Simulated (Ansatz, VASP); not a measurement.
**SiO2 in VASP and in Ansatz**

```
Si O
1.0
    -2.62334    4.77675    4.44167
     2.62334   -4.77675    4.44167
     2.62334    4.77675   -4.44167
Si O
4 8
Direct
  0.26034 0.84494 0.41540
  0.07045 0.15506 0.91540
  0.73966 0.15506 0.58460
  0.92955 0.84494 0.08460
  0.50000 0.00000 0.50000
  0.00000 0.00000 0.00000
  0.79318 0.00000 0.29318
  0.20682 0.50000 0.20682
  0.20682 0.00000 0.70682
  0.79318 0.50000 0.79318
  0.86931 0.11931 0.75000
  0.13069 0.88069 0.25000
```

Alike in both runs: functional LDA; k mesh 6 × 6 × 6; no spin polarisation.

```csv
,VASP,Ansatz
version,VASP 6.6.1,Ansatz 0.2.0
potentials or method,"VASP PAW LDA potentials, release 64 (Si, O)",Ansatz PAW
plane-wave cutoff (eV),520,420
occupations,"gaussian, width 0.01 eV",fixed
valence electrons in the cell,64,64
task,single point,band structure
```

|  | VASP | Ansatz | Ansatz less VASP |
| --- | --- | --- | --- |
| gap on the k mesh at the Fermi level (eV) | 5.41 | 5.42 | +0.004 |
| least direct gap on the mesh (eV) | 5.41 | 5.42 | +0.004 |
| pressure (GPa) | -0.8 | -1.2 | -0.41 |
| rms of the force components (eV/Å) | 0.020 | 0.037 | +0.0170 |

LDA's correlation is that of Perdew and Zunger in VASP and of Perdew and Wang (1992) in Ansatz. Atom by atom the forces differ by 0.018 eV/Å (rms over components).
